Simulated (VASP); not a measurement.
Here is a VASP 6.6.1 calculation.

INCAR

```
ALGO = Normal
EDIFF = 1E-7
ENCUT = 520
GGA = PE
ISIF = 2
ISMEAR = 0
LASPH = T
LCHARG = F
LREAL = F
LWAVE = F
NBANDS = 14
NELM = 80
PREC = Accurate
SIGMA = 0.1
```

KPOINTS

```
k-points
0
Gamma
  6 6 6
```

The input POSCAR:

```
Be4C
1.0
   -2.0919337900      2.0919337900      2.6051701000
    2.0919337900     -2.0919337900      2.6051701000
    2.0919337900      2.0919337900     -2.6051701000
Be C
4 1
Direct
    0.5980913900      0.2022848300      0.1056524000
    0.0966324200      0.4924389900      0.8943476000
    0.2022848300      0.0966324200      0.6041934300
    0.4924389900      0.5980913900      0.3958065700
    0.9018386600      0.9018386600      0.0000000000
```

Potentials or basis: VASP PAW PBE potentials, release 64 (Be, C).

Command:

```bash
$ cat potpaw_PBE.64/Be/POTCAR potpaw_PBE.64/C/POTCAR > POTCAR
$ mpirun -np 1 vasp_std > vasp.out
```

Predict the pressure.

10.5 GPa.

Predict the band gap on the k mesh.

zero (band 6 reaches 5.67 eV, above the bottom of band 7 at 5.20 eV).

Predict the largest force.

6.794 eV/Å.

Forces in eV/Å, atoms in the order of the input:
```
Be  -3.632  5.739 -0.153
Be   3.632 -5.739 -0.153
Be  -5.739 -3.632 -0.153
Be   5.739  3.632 -0.153
C    0.000  0.000  0.613
```

Caveat: forces of over 1 eV/Å act on the atoms, so gaps and moduli don't describe the material at rest.
